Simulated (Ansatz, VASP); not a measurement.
BiAu in VASP and in Ansatz

The input POSCAR:

```
BiAu
1.0
    0.0000000000      3.1860790586      3.1860790586
    3.1860790586      0.0000000000      3.1860790586
    3.1860790586      3.1860790586      0.0000000000
Au Bi
1 1
Direct
    0.0000000000      0.0000000000      0.0000000000
    0.2500000000      0.2500000000      0.2500000000
```

Contents of INCAR.step1:

```
SYSTEM = BiAu
PREC     = Accurate       ! precision mode
ENCUT    = 520            ! plane-wave cutoff, eV
ISMEAR   = 0              ! smearing method
SIGMA    = 0.05           ! smearing width, eV
LREAL    = .FALSE.        ! projectors in reciprocal space
LASPH    = .TRUE.         ! aspherical terms in the spheres
NELM     = 60             ! most SCF steps
NBANDS   = 20             ! bands
GGA      = PE             ! functional
ALGO     = Normal         ! electronic algorithm
EDIFF    = 1E-4           ! SCF threshold, eV
LWAVE    = .TRUE.         ! write WAVECAR
LCHARG   = .FALSE.        ! write CHGCAR
```

Contents of INCAR.step2:

```
SYSTEM = BiAu
PREC     = Accurate       ! precision mode
ENCUT    = 520            ! plane-wave cutoff, eV
EDIFF    = 1E-6           ! SCF threshold, eV
ISMEAR   = 0              ! smearing method
SIGMA    = 0.05           ! smearing width, eV
LREAL    = .FALSE.        ! projectors in reciprocal space
LASPH    = .TRUE.         ! aspherical terms in the spheres
NELM     = 60             ! most SCF steps
ALGO     = Normal         ! electronic algorithm
ISIF     = 2              ! what is computed and relaxed
LWAVE    = .FALSE.        ! write WAVECAR
LCHARG   = .TRUE.         ! write CHGCAR
METAGGA  = R2SCAN         ! meta-GGA
LMIXTAU  = .TRUE.       
LELF     = .TRUE.         ! ELF
LVHAR    = .TRUE.       
NBANDS   = 20             ! bands
ISTART   = 1
```

The input KPOINTS:

```
regular mesh
0
G
  10 10 10
  0 0 0
```

Input for Ansatz:

```yaml
crystal:
  lattice:
    - [0.0, 3.1860790586, 3.1860790586]
    - [3.1860790586, 0.0, 3.1860790586]
    - [3.1860790586, 3.1860790586, 0.0]
  atoms:
    - { symbol: Au, position: [0.0, 0.0, 0.0] }
    - { symbol: Bi, position: [0.25, 0.25, 0.25] }
basis:
  ecutwfc: 500
  ecutrho_ratio: 4
kpoints:
  mp_grid: { grid: [10, 10, 10] }
hamiltonian:
  xc: r2scan
scf:
  occupations: { method: gaussian, width: 0.05 }
output:
  forces: true
  stress: true
  eigenvalues: true
```

Alike in both runs: task single point; functional r2SCAN; k mesh 10 × 10 × 10; occupations gaussian, width 0.05 eV; no spin polarisation.

|  | VASP | Ansatz |
| --- | --- | --- |
| version | VASP 6.6.1 | Ansatz 0.2.0 |
| potentials or method | VASP PAW PBE potentials, release 64 (Au, Bi_d), cutoff 520 eV | scalar-relativistic, plane waves, PAW |
| valence electrons in the cell | 26 | 34 |

|  | VASP | Ansatz | Ansatz less VASP |
| --- | --- | --- | --- |
| gap on the k mesh at the Fermi level (eV) | none | none | - |
| pressure (GPa) | 0.1 | 0.0 | -0.03 |

VASP's potentials were made for PBE, not for r2SCAN. A gap of «none» marks a metal or a gap that the smearing closes. VASP's potentials hold 26 valence electrons a cell and Ansatz's 34, so a difference there can come from the potentials and not from the codes.

Spin-orbit coupling is off throughout.
